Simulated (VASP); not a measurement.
# TaN in VASP: notebook

The runs below take TaN through single point, with PBE, r2SCAN.

Program: VASP 6.6.1. These are calculated values, not measurements. Logs are shortened: lines on timing, memory, paths and dates and some standing lists are left out, and cuts for length are marked.

**1. The cell of the first run**

It takes space group I4/mmm (No. 139, tetragonal). Conventional cell: a = 3.159 Å, b = 3.159 Å, c = 4.423 Å, α = 90.00°, β = 90.00°, γ = 90.00°. Ta (site symmetry 4/mmm) has 6 N at 2.21 to 2.23 Å within 2.9 Å. N (site symmetry 4/mmm) has 6 Ta at 2.21 to 2.23 Å within 2.9 Å.

**2. Single point, PBE**

INCAR

```
SYSTEM = TaN
PREC = Accurate
ENCUT = 520
EDIFF = 1E-7
ISMEAR = -1
SIGMA = 0.05
LREAL = .False.
LASPH = .True.
NELM = 80
ALGO = Normal
ISIF = 2
LWAVE = .False.
LCHARG = .False.
GGA = PE
NBANDS = 15
```

KPOINTS

```
Automatic mesh
0
Gamma
  9 9 9
  0 0 0
```

POSCAR

```
TaN
1.0
    0.0000000000      2.2334362300      2.2113230000
    2.2334362300      0.0000000000      2.2113230000
    2.2334362300      2.2334362300      0.0000000000
Ta N
1 1
Direct
    0.5000000000      0.5000000000      0.5000000000
    0.0000000000      0.0000000000      0.0000000000
```

Potentials or basis: VASP PAW PBE potentials, release 64 (Ta_pv, N).

On the command line:

```
cat potpaw_PBE.64/Ta_pv/POTCAR potpaw_PBE.64/N/POTCAR > POTCAR
mpirun -np 1 vasp_std > vasp.out
```

OUTCAR:

```text
SYSTEM = TaN
   PREC = Accurate
   ENCUT = 520
   EDIFF = 1E-7
   ISMEAR = -1
   LREAL = .False.
   LASPH = .True.
   NELM = 80
   ISIF = 2
   GGA = PE

 ion  position               nearest neighbor table
   1  0.500  0.500  0.500-   2 2.21   2 2.21   2 2.23   2 2.23   2 2.23   2 2.23
   2  0.000  0.000  0.000-   1 2.21   1 2.21   1 2.23   1 2.23   1 2.23   1 2.23

  LATTYP: Found a body centered tetragonal cell.
 ALAT       =     3.1585558072
 C/A-ratio  =     1.4002114479

  Lattice vectors:

 A1 = (   0.0000000000,  -2.2334362300,  -2.2113230000)
 A2 = (   0.0000000000,   2.2334362300,  -2.2113230000)
 A3 = (   2.2334362300,   0.0000000000,   2.2113230000)

Analysis of symmetry for initial positions (statically):
=====================================================================
 Subroutine PRICEL returns:
 Original cell was already a primitive cell.

 Routine SETGRP: Setting up the symmetry group for a
 body centered tetragonal supercell.

 Subroutine GETGRP returns: Found 16 space group operations
 (whereof 16 operations were pure point group operations)
 out of a pool of 16 trial point group operations.

The static configuration has the point symmetry D_4h.

Analysis of symmetry for dynamics (positions and initial velocities):
=====================================================================
 Subroutine PRICEL returns:
 Original cell was already a primitive cell.

 Routine SETGRP: Setting up the symmetry group for a
 body centered tetragonal supercell.

 Subroutine GETGRP returns: Found 16 space group operations
 (whereof 16 operations were pure point group operations)
 out of a pool of 16 trial point group operations.

The dynamic configuration has the point symmetry D_4h.

 Subroutine INISYM returns: Found 16 space group operations
 (whereof 16 operations are pure point group operations),
 and found     1 'primitive' translations

----------------------------------------------------------------------------------------

                                     Primitive cell

  volume of cell :      22.0612

  direct lattice vectors                    reciprocal lattice vectors
     0.000000000  2.233436230  2.211323000    -0.223870283  0.223870283  0.226108985
     2.233436230  0.000000000  2.211323000     0.223870283 -0.223870283  0.226108985
     2.233436230  2.233436230  0.000000000     0.223870283  0.223870283 -0.226108985

  length of vectors
     3.142958289  3.142958289  3.158555807     0.389051514  0.389051514  0.389051514

[... 89 lines left out ...]
   TEBEG  =    0.0;   TEEND  =   0.0 temperature during run
   PSTRESS=    0.0 pullay stress
   NELECT =      16.0000    total number of electrons
   NUPDOWN=      -1.0000    fix difference up-down
   EMIN   =  10.00;   EMAX   =-10.00  energy-range for DOS
   EFERMI =   0.00;   METHOD = LEGACY
   ISMEAR =    -1;   SIGMA  =   0.05  broadening in eV -4-tet -1-fermi 0-gaus
   EFERMI_NEDOS =   21; number of points for ismear=-14 and -15
   IALGO  =     38    algorithm
   IMIX   =      4    mixing-type and parameters
     AMIX     =   0.40;   BMIX     =  1.00
     AMIX_MAG =   1.60;   BMIX_MAG =  1.00
  volume/ion in A,a.u.               =      11.03        74.44
  Fermi-wavevector in a.u.,A,eV,Ry     =   1.470861  2.779525 29.435293  2.163433
  Thomas-Fermi vector in A             =   2.586067
   LORBIT       =      0    0 simple, 1 ext, 2 COOP (PROOUT), +10 PAW based schemes
   GGA     = PE    functional components
   LHFCALC =     F    Hartree Fock is set to
   AEXX    =    0.0000 exact exchange contribution
   IVDW    =     0    specifies the selected vdW correction
   LEPSILON=     F    determine dielectric tensor
   LRPA    =     F    only Hartree local field effects (RPA)
 non-spin polarized calculation
  energy-cutoff  :      520.00
  volume of cell :       22.06
 maximum number of plane-waves:       608
   NGX = 11   NGY = 11   NGZ = 11

 number of electron      16.0000002 magnetization

 Free energy of the ion-electron system (eV)
  ---------------------------------------------------
  ext. energy  EPLUGINS =         0.00000000
  ---------------------------------------------------
  free energy    TOTEN  =       -21.81992269 eV

  energy without entropy =      -21.81166089  energy(sigma->0) =      -21.81579179

 E-fermi :   9.0214     XC(G=0): -13.2348

 val. band max:        9.0006013830   @ k =  -0.4444   0.1111   0.2222
 cond. band min:       9.0382092875   @ k =  -0.2222   0.2222   0.0000
 fundamental gap:      0.0376079045
 Fermi energy:         9.0214210872

 k-point     1 :       0.0000    0.0000    0.0000
  band No.  band energies     occupation
      1     -26.7212      2.00000
      2     -26.7212      2.00000
      3     -26.7097      2.00000
      4      -9.4294      2.00000
      5       5.3972      2.00000
      6       5.3972      2.00000
      7       5.4357      2.00000
      8       7.0889      2.00000
      9       7.0889      2.00000
     10       7.1999      2.00000
     11       9.1186      0.25064
     12       9.2240      0.03416
     13      10.3725      0.00000
     14      18.5223      0.00000
[... 401 lines left out ...]
      2     -26.9689      2.00000
      3     -26.9689      2.00000
      4      -8.1474      2.00000
      5       2.3955      2.00000
      6       3.9720      2.00000
      7       4.5133      2.00000
      8       4.5133      2.00000
      9      11.0598      0.00000
     10      12.4334      0.00000
     11      12.4334      0.00000
     12      13.1454      0.00000
     13      15.9554      0.00000
     14      18.0395      0.00000
     15      21.4181      0.00000

 [... further k-points ...]

------------------------ aborting loop because EDIFF is reached ----------------------------------------

  FORCE on cell =-STRESS in cart. coord.  units (eV):
  Direction    XX          YY          ZZ          XY          YZ          ZX
  --------------------------------------------------------------------------------------
  -------------------------------------------------------------------------------------
  Total       -1.1763367     -1.1763367     -0.4097024      0.0000000      0.0000000     -0.0000000
  in kB      -85.4305011    -85.4305011    -29.7543065      0.0000000      0.0000000     -0.0000000
  external PRESSURE =     -66.8717696 kB  Pullay stress =       0.0000000 kB

 VOLUME and BASIS-vectors are now :
 -----------------------------------------------------------------------------
  energy-cutoff  :      520.00
  volume of cell :       22.06
      direct lattice vectors                 reciprocal lattice vectors
     0.000000000  2.233436230  2.211323000    -0.223870283  0.223870283  0.226108985
     2.233436230  0.000000000  2.211323000     0.223870283 -0.223870283  0.226108985
     2.233436230  2.233436230  0.000000000     0.223870283  0.223870283 -0.226108985

 POSITION                                       TOTAL-FORCE (eV/Angst)
 -----------------------------------------------------------------------------------
      2.23344      2.23344      2.21132         0.000000      0.000000      0.000000
      0.00000      0.00000      0.00000        -0.000000     -0.000000      0.000000
 -----------------------------------------------------------------------------------
    total drift:                                0.000000     -0.000000     -0.000000

  FREE ENERGIE OF THE ION-ELECTRON SYSTEM (eV)
  ---------------------------------------------------
  free  energy   TOTEN  =       -21.8199226937 eV

  energy  without entropy=      -21.8116608935  energy(sigma->0) =      -21.81579179
```

It took 16 s on 1 thread of Intel Xeon Platinum 8488C (Sapphire Rapids), shared host; peak memory 0.15 GiB.

Results:

* Free energy: -21.8199 eV
* Pressure: -6.7 GPa
* Band gap on the k mesh: zero (band 8 reaches 10.59 eV, above the bottom of band 9 at 7.09 eV)

Stress tensor (GPa, compression positive):
```
-8.54  0.00  0.00
 0.00 -8.54  0.00
 0.00  0.00 -2.98
```

Levels at points of the mesh, in eV from the Fermi level:
```
           k point  band 6  band 7  band 8  band 9  band 10  band 11
(0.00, 0.00, 0.00)   -3.62   -3.59   -1.93   -1.93    -1.82     0.10
```

Caveat: spin-orbit coupling is left out, which moves the levels of the heavy elements.

**3. Single point, r2SCAN**

This run uses another cell than the first one, of 10.34 Å³/atom, 0.937 times its volume.

POSCAR

```
TaN
1.0
    0.0000000000      2.1784213818      2.1784213818
    2.1784213818      0.0000000000      2.1784213818
    2.1784213818      2.1784213818      0.0000000000
Ta N
1 1
Direct
    0.5000000000      0.5000000000      0.5000000000
    0.0000000000      0.0000000000      0.0000000000
```

INCAR.step1

```
  PREC = Accurate
  ENCUT = 520
  ISMEAR = -1
  SIGMA = 0.05
  LREAL = False
  LASPH = True
  NELM = 80
  NBANDS = 15
  GGA = PE
  ALGO = Normal
  EDIFF = 1E-4
  LWAVE = True
  LCHARG = False
```

INCAR.step2

```
  PREC = Accurate
  ENCUT = 520
  EDIFF = 1E-6
  ISMEAR = -1
  SIGMA = 0.05
  LREAL = False
  LASPH = True
  NELM = 80
  ALGO = Normal
  ISIF = 2
  LWAVE = False
  LCHARG = False
  METAGGA = R2SCAN
  LMIXTAU = True
  NBANDS = 15
  ISTART = 1
```

KPOINTS

```
regular mesh
0
Gamma
  10 10 10
```

Potentials or basis: VASP PAW PBE potentials, release 64 (Ta_pv, N).

On the command line:

```
cat potpaw_PBE.64/Ta_pv/POTCAR potpaw_PBE.64/N/POTCAR > POTCAR
cp INCAR.step1 INCAR
mpirun -np 1 vasp_std > vasp.out
cp INCAR.step2 INCAR
mpirun -np 1 vasp_std > vasp.out
```

OUTCAR:

```text
PREC = Accurate
   ENCUT = 520
   EDIFF = 1E-6
   ISMEAR = -1
   LREAL = False
   LASPH = True
   NELM = 80
   ISIF = 2
   METAGGA = R2SCAN
   ISTART = 1

 ion  position               nearest neighbor table
   1  0.500  0.500  0.500-   2 2.18   2 2.18   2 2.18   2 2.18   2 2.18   2 2.18
   2  0.000  0.000  0.000-   1 2.18   1 2.18   1 2.18   1 2.18   1 2.18   1 2.18

  LATTYP: Found a face centered cubic cell.
 ALAT       =     4.3568427636

  Lattice vectors:

 A1 = (   0.0000000000,   2.1784213818,   2.1784213818)
 A2 = (   2.1784213818,   0.0000000000,   2.1784213818)
 A3 = (   2.1784213818,   2.1784213818,   0.0000000000)

Analysis of symmetry for initial positions (statically):
=====================================================================
 Subroutine PRICEL returns:
 Original cell was already a primitive cell.

 Routine SETGRP: Setting up the symmetry group for a
 face centered cubic supercell.

 Subroutine GETGRP returns: Found 48 space group operations
 (whereof 48 operations were pure point group operations)
 out of a pool of 48 trial point group operations.

The static configuration has the point symmetry O_h .

Analysis of symmetry for dynamics (positions and initial velocities):
=====================================================================
 Subroutine PRICEL returns:
 Original cell was already a primitive cell.

 Routine SETGRP: Setting up the symmetry group for a
 face centered cubic supercell.

 Subroutine GETGRP returns: Found 48 space group operations
 (whereof 48 operations were pure point group operations)
 out of a pool of 48 trial point group operations.

The dynamic configuration has the point symmetry O_h .

 Subroutine INISYM returns: Found 48 space group operations
 (whereof 48 operations are pure point group operations),
 and found     1 'primitive' translations

----------------------------------------------------------------------------------------

                                     Primitive cell

  volume of cell :      20.6755

  direct lattice vectors                    reciprocal lattice vectors
     0.000000000  2.178421382  2.178421382    -0.229524005  0.229524005  0.229524005
     2.178421382  0.000000000  2.178421382     0.229524005 -0.229524005  0.229524005
     2.178421382  2.178421382  0.000000000     0.229524005  0.229524005 -0.229524005

  length of vectors
     3.080753063  3.080753063  3.080753063     0.397547238  0.397547238  0.397547238

  position of ions in fractional coordinates (direct lattice)
     0.500000000  0.500000000  0.500000000
     0.000000000  0.000000000  0.000000000

  ion indices of the primitive-cell ions
   primitive index   ion index
                 1           1
                 2           2

----------------------------------------------------------------------------------------

 KPOINTS: regular mesh

Automatic generation of k-mesh.
 Grid dimensions read from file:
 generate k-points for:   10   10   10

 Generating k-lattice:

  Cartesian coordinates                     Fractional coordinates (reciprocal lattice)
    -0.022952400  0.022952400  0.022952400     0.100000000  0.000000000  0.000000000
     0.022952400 -0.022952400  0.022952400     0.000000000  0.100000000  0.000000000
[... 39 lines left out ...]
 [... further k-points ...]
   k-points           NKPTS =     47   k-points in BZ     NKDIM =     47   number of bands    NBANDS=     15
   number of dos      NEDOS =    301   number of ions     NIONS =      2
   total plane-waves  NPLWV =  13824
   dimension x,y,z NGX =    24 NGY =   24 NGZ =   24
   dimension x,y,z NGXF=    48 NGYF=   48 NGZF=   48
   ions per type =               1   1
   NGX,Y,Z   is equivalent  to a cutoff of  12.95, 12.95, 12.95 a.u.
   NGXF,Y,Z  is equivalent  to a cutoff of  25.90, 25.90, 25.90 a.u.
 SYSTEM =  unknown system
   PREC   = accura    normal or accurate (medium, high low for compatibility)
   ISTART =      1    job   : 0-new  1-cont  2-samecut
   ICHARG =      0    charge: 1-file 2-atom 10-const
   ISPIN  =      1    spin polarized calculation?
   LNONCOLLINEAR =      F non collinear calculations
   LSORBIT =      F    spin-orbit coupling
   LASPH  =      T    aspherical Exc in radial PAW
   ENCUT  =  520.0 eV  38.22 Ry    6.18 a.u.   5.73  5.73  5.73*2*pi/ulx,y,z
   NELM   =     80;   NELMIN=  2; NELMDL=  0     # of ELM steps
   EDIFF  = 0.1E-05   stopping-criterion for ELM
   LREAL  =      F    real-space projection
   EDIFFG = 0.1E-04   stopping-criterion for IOM
   NSW    =      0    number of steps for IOM
   IBRION =     -1    ionic relax: 0-MD 1-quasi-New 2-CG
   NFREE  =      0    steps in history (QN), initial steepest desc. (CG)
   ISIF   =      2    stress and relaxation
   ISYM   =      2    0-nonsym 1-usesym 2-fastsym
   POTIM  = 0.5000    time-step for ionic-motion
   TEBEG  =    0.0;   TEEND  =   0.0 temperature during run
   PSTRESS=    0.0 pullay stress
   NELECT =      16.0000    total number of electrons
   NUPDOWN=      -1.0000    fix difference up-down
   EMIN   =  10.00;   EMAX   =-10.00  energy-range for DOS
   EFERMI =   0.00;   METHOD = LEGACY
   ISMEAR =    -1;   SIGMA  =   0.05  broadening in eV -4-tet -1-fermi 0-gaus
   EFERMI_NEDOS =   21; number of points for ismear=-14 and -15
   IALGO  =     38    algorithm
   IMIX   =      4    mixing-type and parameters
     AMIX     =   0.40;   BMIX     =  1.00
     AMIX_MAG =   1.60;   BMIX_MAG =  1.00
  volume/ion in A,a.u.               =      10.34        69.76
  Fermi-wavevector in a.u.,A,eV,Ry     =   1.503014  2.840284 30.736243  2.259050
  Thomas-Fermi vector in A             =   2.614179
   LORBIT       =      0    0 simple, 1 ext, 2 COOP (PROOUT), +10 PAW based schemes
   METAGGA = R2SCAN    functional components
   LHFCALC =     F    Hartree Fock is set to
   AEXX    =    0.0000 exact exchange contribution
   IVDW    =     0    specifies the selected vdW correction
   LEPSILON=     F    determine dielectric tensor
   LRPA    =     F    only Hartree local field effects (RPA)
 non-spin polarized calculation
  energy-cutoff  :      520.00
  volume of cell :       20.68
 maximum number of plane-waves:       568
   NGX = 11   NGY = 11   NGZ = 11

 number of electron      16.0000000 magnetization

 Free energy of the ion-electron system (eV)
  ---------------------------------------------------
  ext. energy  EPLUGINS =         0.00000000
  ---------------------------------------------------
  free energy    TOTEN  =       -59.61547856 eV

  energy without entropy =      -59.61002193  energy(sigma->0) =      -59.61275025

 E-fermi :   9.9596     XC(G=0): -14.6390

 val. band max:        9.8449391505   @ k =  -0.2000   0.2000   0.0000
 cond. band min:       9.9970628775   @ k =  -0.3000   0.3000   0.1000
 fundamental gap:      0.1521237270
 Fermi energy:         9.9595925051

 k-point     1 :       0.0000    0.0000    0.0000
  band No.  band energies     occupation
      1     -27.1746      2.00000
      2     -27.1746      2.00000
      3     -27.1746      2.00000
      4     -10.3124      2.00000
      5       5.7137      2.00000
      6       5.7137      2.00000
      7       5.7137      2.00000
      8       7.6840      2.00000
      9       7.6840      2.00000
     10       7.6840      2.00000
     11      10.0611      0.23221
     12      10.0611      0.23221
     13      11.9661      0.00000
     14      19.5376      0.00000
[... 401 lines left out ...]
      2     -27.4470      2.00000
      3     -27.4176      2.00000
      4      -8.7198      2.00000
      5       1.4047      2.00000
      6       3.5814      2.00000
      7       4.2644      2.00000
      8       5.7712      2.00000
      9      12.2853      0.00000
     10      13.0264      0.00000
     11      13.1168      0.00000
     12      14.3323      0.00000
     13      19.1384      0.00000
     14      19.5414      0.00000
     15      21.6506      0.00000

 [... further k-points ...]

------------------------ aborting loop because EDIFF is reached ----------------------------------------

  FORCE on cell =-STRESS in cart. coord.  units (eV):
  Direction    XX          YY          ZZ          XY          YZ          ZX
  --------------------------------------------------------------------------------------
  -------------------------------------------------------------------------------------
  Total        1.5639083      1.5639083      1.5639083     -0.0000000     -0.0000000      0.0000000
  in kB      121.1898375    121.1898375    121.1898375     -0.0000000     -0.0000000      0.0000000
  external PRESSURE =     121.1898375 kB  Pullay stress =       0.0000000 kB

 VOLUME and BASIS-vectors are now :
 -----------------------------------------------------------------------------
  energy-cutoff  :      520.00
  volume of cell :       20.68
      direct lattice vectors                 reciprocal lattice vectors
     0.000000000  2.178421382  2.178421382    -0.229524005  0.229524005  0.229524005
     2.178421382  0.000000000  2.178421382     0.229524005 -0.229524005  0.229524005
     2.178421382  2.178421382  0.000000000     0.229524005  0.229524005 -0.229524005

 POSITION                                       TOTAL-FORCE (eV/Angst)
 -----------------------------------------------------------------------------------
      2.17842      2.17842      2.17842        -0.000000      0.000000     -0.000000
      0.00000      0.00000      0.00000         0.000000     -0.000000      0.000000
 -----------------------------------------------------------------------------------
    total drift:                                0.000000     -0.000000     -0.000000

  FREE ENERGIE OF THE ION-ELECTRON SYSTEM (eV)
  ---------------------------------------------------
  free  energy   TOTEN  =       -59.6154785618 eV

  energy  without entropy=      -59.6100219339  energy(sigma->0) =      -59.61275025
```

Run time: 32 s. Hardware: 1 thread of Intel Xeon Platinum 8488C (Sapphire Rapids), shared host; peak memory 0.15 GiB.

What came out:

| Item | Value |
| --- | --- |
| Free energy | -59.6155 eV |
| Pressure | 12.1 GPa |
| Band gap on the k mesh | zero (band 8 reaches 11.94 eV, above the bottom of band 9 at 7.68 eV) |

Caveat: the PAW data sets were made with another functional, which shifts forces and pressure a little; spin-orbit coupling is left out, which moves the levels of the heavy elements.

[end of part 1 of 2]
